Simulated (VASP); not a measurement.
# KMgF3 in VASP: further runs

Aim: see how the results for KMgF3 move with the level of theory and the settings. Levels: PBE, r2SCAN. Tasks: single point, relaxation of cell and atoms.

Program: VASP 6.6.1. These are calculated values, not measurements. Logs are shortened: lines on timing, memory, paths and dates and some standing lists are left out, and cuts for length are marked.

**1. The cell of the first run**

The typed cell holds 5 atoms: a = 4.053 Å, b = 4.053 Å, c = 4.054 Å, α = 90.00°, β = 90.00°, γ = 90.00°.

**2. Single point, PBE**

The input, INCAR:

```
SYSTEM = KMgF3
PREC = Accurate
ENCUT = 520
EDIFF = 1E-7
ISMEAR = 0
SIGMA = 0.1
LREAL = .FALSE.
LASPH = .TRUE.
NELM = 80
ALGO = Normal
ISIF = 2
LWAVE = .FALSE.
LCHARG = .FALSE.
GGA = PE
NBANDS = 24
```

The input, KPOINTS:

```
Automatic mesh
0
G
  4 4 4
  0 0 0
```

The input, POSCAR:

```
KMgF3
1.0
    4.0528169698      0.0000000000      0.0000000000
    0.0000000000      4.0528169698      0.0000000000
    0.0000000000      0.0000000000      4.0536421314
K Mg F
1 1 3
Direct
    0.5000000000      0.5000000000      0.5000000000
    0.0000000000      0.0000000000      0.0000000000
    0.0000000000      0.5000000000      0.9999848374
    0.5000000000      0.0000000000      0.0000151626
    0.0000000000      0.0000000000      0.5000000000
```

Potentials or basis: VASP PAW PBE potentials, release 64 (K_sv, Mg, F).

Started as:

```bash
cat potpaw_PBE.64/K_sv/POTCAR potpaw_PBE.64/Mg/POTCAR potpaw_PBE.64/F/POTCAR > POTCAR
mpirun -np 1 vasp_std > vasp.out
```

OUTCAR:

```text
SYSTEM = KMgF3
   PREC = Accurate
   ENCUT = 520
   EDIFF = 1E-7
   ISMEAR = 0
   LREAL = .FALSE.
   LASPH = .TRUE.
   NELM = 80
   ISIF = 2
   GGA = PE

 ion  position               nearest neighbor table
   1  0.500  0.500  0.500-   2 3.51   2 3.51   2 3.51   2 3.51   2 3.51   2 3.51   2 3.51   2 3.51

   2  0.000  0.000  0.000-   3 2.03   4 2.03   3 2.03   4 2.03   5 2.03   5 2.03   1 3.51   1 3.51
                             1 3.51   1 3.51   1 3.51   1 3.51   1 3.51   1 3.51
   3  0.000  0.500  1.000-   2 2.03   2 2.03
   4  0.500  0.000  0.000-   2 2.03   2 2.03
   5  0.000  0.000  0.500-   2 2.03   2 2.03

  LATTYP: Found a simple tetragonal cell.
 ALAT       =     4.0528169698
 C/A-ratio  =     1.0002036020

  Lattice vectors:

 A1 = (   4.0528169698,   0.0000000000,   0.0000000000)
 A2 = (   0.0000000000,   4.0528169698,   0.0000000000)
 A3 = (   0.0000000000,   0.0000000000,   4.0536421314)

Analysis of symmetry for initial positions (statically):
=====================================================================
 Subroutine PRICEL returns:
 Original cell was already a primitive cell.

 Routine SETGRP: Setting up the symmetry group for a
 simple tetragonal supercell.

 Subroutine GETGRP returns: Found  8 space group operations
 (whereof  8 operations were pure point group operations)
 out of a pool of 16 trial point group operations.

The static configuration has the point symmetry D_2d.

Analysis of symmetry for dynamics (positions and initial velocities):
=====================================================================
 Subroutine PRICEL returns:
 Original cell was already a primitive cell.

 Routine SETGRP: Setting up the symmetry group for a
 simple tetragonal supercell.

 Subroutine GETGRP returns: Found  8 space group operations
 (whereof  8 operations were pure point group operations)
 out of a pool of 16 trial point group operations.

The dynamic configuration has the point symmetry D_2d.

 Subroutine INISYM returns: Found  8 space group operations
 (whereof  8 operations are pure point group operations),
 and found     1 'primitive' translations

----------------------------------------------------------------------------------------

                                     Primitive cell

  volume of cell :      66.5824

  direct lattice vectors                    reciprocal lattice vectors
     4.052816970  0.000000000  0.000000000     0.246741959  0.000000000  0.000000000
     0.000000000  4.052816970  0.000000000     0.000000000  0.246741959  0.000000000
     0.000000000  0.000000000  4.053642131     0.000000000  0.000000000  0.246691732

  length of vectors
     4.052816970  4.052816970  4.053642131     0.246741959  0.246741959  0.246691732

  position of ions in fractional coordinates (direct lattice)
     0.500000000  0.500000000  0.500000000
     0.000000000  0.000000000  0.000000000
     0.000000000  0.500000000  0.999984837
     0.500000000  0.000000000  0.000015163
     0.000000000  0.000000000  0.500000000

  ion indices of the primitive-cell ions
   primitive index   ion index
                 1           1
                 2           2
                 3           3
                 4           4
                 5           5

----------------------------------------------------------------------------------------

 KPOINTS: Automatic mesh

Automatic generation of k-mesh.
 Grid dimensions read from file:
 generate k-points for:    4    4    4

 Generating k-lattice:

  Cartesian coordinates                     Fractional coordinates (reciprocal lattice)
     0.061685490  0.000000000  0.000000000     0.250000000  0.000000000  0.000000000
     0.000000000  0.061685490  0.000000000     0.000000000  0.250000000  0.000000000
     0.000000000  0.000000000  0.061672933     0.000000000  0.000000000  0.250000000

  Length of vectors
     0.061685490  0.061685490  0.061672933

  Shift w.r.t. Gamma in fractional coordinates (k-lattice)
     0.000000000  0.000000000  0.000000000

 Subroutine IBZKPT returns following result:
 ===========================================

 Found     18 irreducible k-points:

 Following reciprocal coordinates:
            Coordinates               Weight
  0.000000  0.000000  0.000000      1.000000
  0.250000  0.000000  0.000000      4.000000
  0.500000  0.000000  0.000000      2.000000
  0.250000  0.250000  0.000000      4.000000
  0.500000  0.250000  0.000000      4.000000
  0.500000  0.500000  0.000000      1.000000
[... 10 lines left out ...]
  0.500000  0.250000  0.500000      4.000000
  0.500000  0.500000  0.500000      1.000000
   k-points           NKPTS =     18   k-points in BZ     NKDIM =     18   number of bands    NBANDS=     24
   number of dos      NEDOS =    301   number of ions     NIONS =      5
   total plane-waves  NPLWV =  27000
   dimension x,y,z NGX =    30 NGY =   30 NGZ =   30
   dimension x,y,z NGXF=    60 NGYF=   60 NGZF=   60
   ions per type =               1   1   3
   NGX,Y,Z   is equivalent  to a cutoff of  12.31, 12.31, 12.30 a.u.
   NGXF,Y,Z  is equivalent  to a cutoff of  24.61, 24.61, 24.61 a.u.
 SYSTEM =  KMgF3
   PREC   = accura    normal or accurate (medium, high low for compatibility)
   ISTART =      0    job   : 0-new  1-cont  2-samecut
   ICHARG =      2    charge: 1-file 2-atom 10-const
   ISPIN  =      1    spin polarized calculation?
   LNONCOLLINEAR =      F non collinear calculations
   LSORBIT =      F    spin-orbit coupling
   LASPH  =      T    aspherical Exc in radial PAW
   ENCUT  =  520.0 eV  38.22 Ry    6.18 a.u.   7.54  7.54  7.54*2*pi/ulx,y,z
   NELM   =     80;   NELMIN=  2; NELMDL= -5     # of ELM steps
   EDIFF  = 0.1E-06   stopping-criterion for ELM
   LREAL  =      F    real-space projection
   EDIFFG = 0.1E-05   stopping-criterion for IOM
   NSW    =      0    number of steps for IOM
   IBRION =     -1    ionic relax: 0-MD 1-quasi-New 2-CG
   NFREE  =      0    steps in history (QN), initial steepest desc. (CG)
   ISIF   =      2    stress and relaxation
   ISYM   =      2    0-nonsym 1-usesym 2-fastsym
   POTIM  = 0.5000    time-step for ionic-motion
   TEBEG  =    0.0;   TEEND  =   0.0 temperature during run
   PSTRESS=    0.0 pullay stress
   NELECT =      32.0000    total number of electrons
   NUPDOWN=      -1.0000    fix difference up-down
   EMIN   =  10.00;   EMAX   =-10.00  energy-range for DOS
   EFERMI =   0.00;   METHOD = LEGACY
   ISMEAR =     0;   SIGMA  =   0.10  broadening in eV -4-tet -1-fermi 0-gaus
   EFERMI_NEDOS =   21; number of points for ismear=-14 and -15
   IALGO  =     38    algorithm
   IMIX   =      4    mixing-type and parameters
     AMIX     =   0.40;   BMIX     =  1.00
     AMIX_MAG =   1.60;   BMIX_MAG =  1.00
  volume/ion in A,a.u.               =      13.32        89.86
  Fermi-wavevector in a.u.,A,eV,Ry     =   1.282345  2.423281 22.373554  1.644410
  Thomas-Fermi vector in A             =   2.414662
   LORBIT       =      0    0 simple, 1 ext, 2 COOP (PROOUT), +10 PAW based schemes
   GGA     = PE    functional components
   LHFCALC =     F    Hartree Fock is set to
   AEXX    =    0.0000 exact exchange contribution
   IVDW    =     0    specifies the selected vdW correction
   LEPSILON=     F    determine dielectric tensor
   LRPA    =     F    only Hartree local field effects (RPA)
 non-spin polarized calculation
 Gauss-broadening in eV      SIGMA  =   0.10
  energy-cutoff  :      520.00
  volume of cell :       66.58
 maximum number of plane-waves:      1856
   NGX = 15   NGY = 15   NGZ = 15

 number of electron      31.9999960 magnetization

 Free energy of the ion-electron system (eV)
  ---------------------------------------------------
  ext. energy  EPLUGINS =         0.00000000
  ---------------------------------------------------
  free energy    TOTEN  =       -24.44968238 eV

  energy without entropy =      -24.44968238  energy(sigma->0) =      -24.44968238

 E-fermi :  -1.3098     XC(G=0):  -9.4375

 val. band max:       -1.8462886692   @ k =   0.5000   0.5000   0.5000
 cond. band min:       5.0886522301   @ k =   0.0000   0.0000   0.0000
 fundamental gap:      6.9349408993
 Fermi energy:        -1.3097952690

 k-point     1 :       0.0000    0.0000    0.0000
  band No.  band energies     occupation
      1     -27.6052      2.00000
      2     -21.8366      2.00000
      3     -21.2468      2.00000
      4     -21.2462      2.00000
      5     -11.0906      2.00000
      6     -11.0904      2.00000
[... 16 lines left out ...]
     23      11.5883      0.00000
     24      14.4744      0.00000

 k-point     2 :       0.2500    0.0000    0.0000
  band No.  band energies     occupation
      1     -27.5947      2.00000
      2     -21.7752      2.00000
      3     -21.3169      2.00000
      4     -21.2431      2.00000
      5     -11.0896      2.00000
      6     -11.0686      2.00000
[... 16 lines left out ...]
     23      11.5648      0.00000
     24      14.2424      0.00000

 k-point     3 :       0.5000    0.0000    0.0000
  band No.  band energies     occupation
      1     -27.5841      2.00000
      2     -21.6880      2.00000
      3     -21.4132      2.00000
      4     -21.2392      2.00000
      5     -11.0888      2.00000
      6     -11.0464      2.00000
[... 16 lines left out ...]
     23      12.2473      0.00000
     24      13.1779      0.00000
[... 352 lines left out ...]
 k-point    17 :       0.5000    0.2500    0.5000
  band No.  band energies     occupation
      1     -27.5633      2.00000
      2     -21.4334      2.00000
      3     -21.4197      2.00000
      4     -21.4186      2.00000
      5     -11.2020      2.00000
      6     -11.2018      2.00000
[... 16 lines left out ...]
     23      12.0754      0.00000
     24      12.1114      0.00000

 k-point    18 :       0.5000    0.5000    0.5000
  band No.  band energies     occupation
      1     -27.5579      2.00000
      2     -21.4120      2.00000
      3     -21.4120      2.00000
      4     -21.4109      2.00000
      5     -11.2448      2.00000
      6     -11.2448      2.00000
[... 16 lines left out ...]
     23      12.6481      0.00000
     24      12.8221      0.00000

------------------------ aborting loop because EDIFF is reached ----------------------------------------

  FORCE on cell =-STRESS in cart. coord.  units (eV):
  Direction    XX          YY          ZZ          XY          YZ          ZX
  --------------------------------------------------------------------------------------
  -------------------------------------------------------------------------------------
  Total       -0.1496080     -0.1496080     -0.1567536      0.0000000     -0.0000000      0.0000000
  in kB       -3.6000289     -3.6000289     -3.7719745      0.0000000     -0.0000000      0.0000000
  external PRESSURE =      -3.6573441 kB  Pullay stress =       0.0000000 kB

 VOLUME and BASIS-vectors are now :
 -----------------------------------------------------------------------------
  energy-cutoff  :      520.00
  volume of cell :       66.58
      direct lattice vectors                 reciprocal lattice vectors
     4.052816970  0.000000000  0.000000000     0.246741959  0.000000000  0.000000000
     0.000000000  4.052816970  0.000000000     0.000000000  0.246741959  0.000000000
     0.000000000  0.000000000  4.053642131     0.000000000  0.000000000  0.246691732

 POSITION                                       TOTAL-FORCE (eV/Angst)
 -----------------------------------------------------------------------------------
      2.02641      2.02641      2.02682         0.000000     -0.000000      0.000000
      0.00000      0.00000      0.00000         0.000000      0.000000      0.000000
      0.00000      2.02641      4.05358         0.000000      0.000000      0.000139
      2.02641      0.00000      0.00006        -0.000000      0.000000     -0.000139
      0.00000      0.00000      2.02682         0.000000      0.000000      0.000000
 -----------------------------------------------------------------------------------
    total drift:                                0.000000     -0.000000      0.000000

  FREE ENERGIE OF THE ION-ELECTRON SYSTEM (eV)
  ---------------------------------------------------
  free  energy   TOTEN  =       -24.4496823780 eV

  energy  without entropy=      -24.4496823780  energy(sigma->0) =      -24.44968238
```

Run time: 48 s. Hardware: 1 thread of Intel Xeon 8259CL, shared host; peak memory 0.18 GiB.

Results:

```yaml
Free_energy: -24.4497 eV
Pressure: -0.4 GPa
Band_gap_on_the_k_mesh: 6.93 eV (least direct gap 7.26 eV)
```

Levels at points of the mesh, in eV from the valence-band top:
| k point | band 12 | band 13 | band 14 | band 15 | band 16 | band 17 | band 18 | band 19 | band 20 | band 21 |
| --- | --- | --- | --- | --- | --- | --- | --- | --- | --- | --- |
| (0.00, 0.00, 0.00) | -0.58 | -0.58 | -0.32 | -0.32 | -0.32 | 6.94 | 10.01 | 10.01 | 12.11 | 12.11 |
| (0.50, 0.00, 0.00) | -0.81 | -0.81 | -0.80 | -0.50 | -0.50 | 9.80 | 9.94 | 10.99 | 12.57 | 12.57 |
| (0.50, 0.50, 0.00) | -0.96 | -0.96 | -0.85 | -0.85 | -0.02 | 10.61 | 11.45 | 12.16 | 12.16 | 12.62 |
| (0.00, 0.00, 0.50) | -0.80 | -0.80 | -0.80 | -0.50 | -0.50 | 9.80 | 9.94 | 10.99 | 12.57 | 12.57 |
| (0.50, 0.00, 0.50) | -0.96 | -0.95 | -0.85 | -0.85 | -0.02 | 10.61 | 11.45 | 12.16 | 12.16 | 12.62 |
| (0.50, 0.50, 0.50) | -1.08 | -1.08 | 0.00 | 0.00 | 0.00 | 10.24 | 10.24 | 10.24 | 13.57 | 13.85 |

**3. Single point, PBE**

The input, INCAR:

```
SYSTEM = KMgF3
PREC     = Accurate       ! precision mode
ENCUT    = 520            ! plane-wave cutoff, eV
EDIFF    = 1E-6           ! SCF threshold, eV
ISMEAR   = 0              ! smearing method
SIGMA    = 0.02           ! smearing width, eV
LREAL    = .False.        ! projectors in reciprocal space
LASPH    = .True.         ! aspherical terms in the spheres
NELM     = 80             ! most SCF steps
ALGO     = Normal         ! electronic algorithm
ISIF     = 2              ! what is computed and relaxed
LWAVE    = .False.        ! write WAVECAR
LCHARG   = .False.        ! write CHGCAR
GGA      = PE             ! functional
NBANDS   = 24             ! bands
```

The input, KPOINTS:

```
Automatic mesh
0
Gamma
  6 6 6
  0 0 0
```

The input, POSCAR:

```
KMgF3
1.0
    4.0536420869      0.0000000000      0.0000000000
    0.0000000000      4.0536420869      0.0000000000
    0.0000000000      0.0000000000      4.0536420869
K Mg F
1 1 3
Direct
    0.5000000000      0.5000000000      0.5000000000
    0.0000000000      0.0000000000      0.0000000000
    0.0000000000      0.5000000000      0.0000000000
    0.5000000000      0.0000000000      0.0000000000
    0.0000000000      0.0000000000      0.5000000000
```

Potentials or basis: VASP PAW PBE potentials, release 64 (K_sv, Mg, F).

Started as:

```bash
cat potpaw_PBE.64/K_sv/POTCAR potpaw_PBE.64/Mg/POTCAR potpaw_PBE.64/F/POTCAR > POTCAR
mpirun -np 1 vasp_std > vasp.out
```

Run time: 52 s. Hardware: 1 thread of Intel Xeon 8259CL, shared host; peak memory 0.18 GiB.

Results (log left out):

```
Free energy            : -24.4499 eV
Pressure               : -0.4 GPa
Band gap on the k mesh : 6.93 eV (least direct gap 7.25 eV)
```

Levels at points of the mesh, in eV from the valence-band top:
```
           k point  band 13  band 14  band 15  band 16  band 17  band 18  band 19  band 20
(0.00, 0.00, 0.00)    -0.58    -0.32    -0.32    -0.32     6.93    10.01    10.01    12.10
(0.50, 0.00, 0.00)    -0.80    -0.80    -0.50    -0.50     9.80     9.94    10.99    12.57
(0.50, 0.50, 0.00)    -0.95    -0.85    -0.85    -0.02    10.61    11.44    12.16    12.16
(0.50, 0.50, 0.50)    -1.08     0.00     0.00     0.00    10.24    10.24    10.24    13.57
```

A k mesh can miss the band edges.

**4. Single point, PBE**

The input, INCAR:

```
ALGO = Normal ; EDIFF = 1E-7
ENCUT = 520 ; GGA = PE
ISIF = 2 ; ISMEAR = 0
LASPH = True ; LCHARG = False
LREAL = False ; LWAVE = False
NBANDS = 24 ; NELM = 100
PREC = Accurate ; SIGMA = 0.02
```

The input, KPOINTS:

```
k-points
0
Gamma
  6 6 6
```

POSCAR is that of step 3.

Potentials or basis: VASP PAW PBE potentials, release 64 (K_sv, Mg, F).

Started as:

```bash
cat potpaw_PBE.64/K_sv/POTCAR potpaw_PBE.64/Mg/POTCAR potpaw_PBE.64/F/POTCAR > POTCAR
mpirun -np 1 vasp_std > vasp.out
```

OUTCAR:

```text
EDIFF = 1E-7
   ENCUT = 520
   GGA = PE
   ISIF = 2
   ISMEAR = 0
   LASPH = True
   LREAL = False
   NELM = 100
   PREC = Accurate

 ion  position               nearest neighbor table
   1  0.500  0.500  0.500-   2 3.51   2 3.51   2 3.51   2 3.51   2 3.51   2 3.51   2 3.51   2 3.51

   2  0.000  0.000  0.000-   3 2.03   4 2.03   5 2.03   5 2.03   3 2.03   4 2.03   1 3.51   1 3.51
                             1 3.51   1 3.51   1 3.51   1 3.51   1 3.51   1 3.51
   3  0.000  0.500  0.000-   2 2.03   2 2.03
   4  0.500  0.000  0.000-   2 2.03   2 2.03
[... 738 lines left out ...]
  -------------------------------------------------------------------------------------
  Total       -0.1625240     -0.1625240     -0.1625240     -0.0000000      0.0000000      0.0000000
  in kB       -3.9092369     -3.9092369     -3.9092369     -0.0000000      0.0000000      0.0000000
  external PRESSURE =      -3.9092369 kB  Pullay stress =       0.0000000 kB

 VOLUME and BASIS-vectors are now :
 -----------------------------------------------------------------------------
  energy-cutoff  :      520.00
  volume of cell :       66.61
      direct lattice vectors                 reciprocal lattice vectors
     4.053642087  0.000000000  0.000000000     0.246691735  0.000000000  0.000000000
     0.000000000  4.053642087  0.000000000     0.000000000  0.246691735  0.000000000
     0.000000000  0.000000000  4.053642087     0.000000000  0.000000000  0.246691735

 POSITION                                       TOTAL-FORCE (eV/Angst)
 -----------------------------------------------------------------------------------
      2.02682      2.02682      2.02682         0.000000      0.000000      0.000000
      0.00000      0.00000      0.00000         0.000000      0.000000      0.000000
      0.00000      2.02682      0.00000         0.000000      0.000000      0.000000
      2.02682      0.00000      0.00000         0.000000      0.000000      0.000000
      0.00000      0.00000      2.02682         0.000000      0.000000      0.000000
 -----------------------------------------------------------------------------------
    total drift:                                0.000000     -0.000000      0.000000

  FREE ENERGIE OF THE ION-ELECTRON SYSTEM (eV)
  ---------------------------------------------------
  free  energy   TOTEN  =       -24.4498636571 eV

  energy  without entropy=      -24.4498636571  energy(sigma->0) =      -24.44986366
```

stdout:

```text
POSCAR found type information on POSCAR K MgF
 POSCAR found :  3 types and       5 ions
 scaLAPACK will be used
 LDA part: xc-table for (Slater+PW92), standard interpolation
 POSCAR, INCAR and KPOINTS ok, starting setup
 FFT: planning ... GRIDC
 FFT: planning ... GRID_SOFT
 FFT: planning ... GRID
 WAVECAR not read
 entering main loop
```

It took 58 s on 1 thread of Intel Xeon 8259CL, shared host; peak memory 0.18 GiB.

What came out:

```
Free energy            : -24.4499 eV
Pressure               : -0.4 GPa
Band gap on the k mesh : 6.93 eV (least direct gap 7.25 eV)
```

(Part 1 of 2 ends here.)
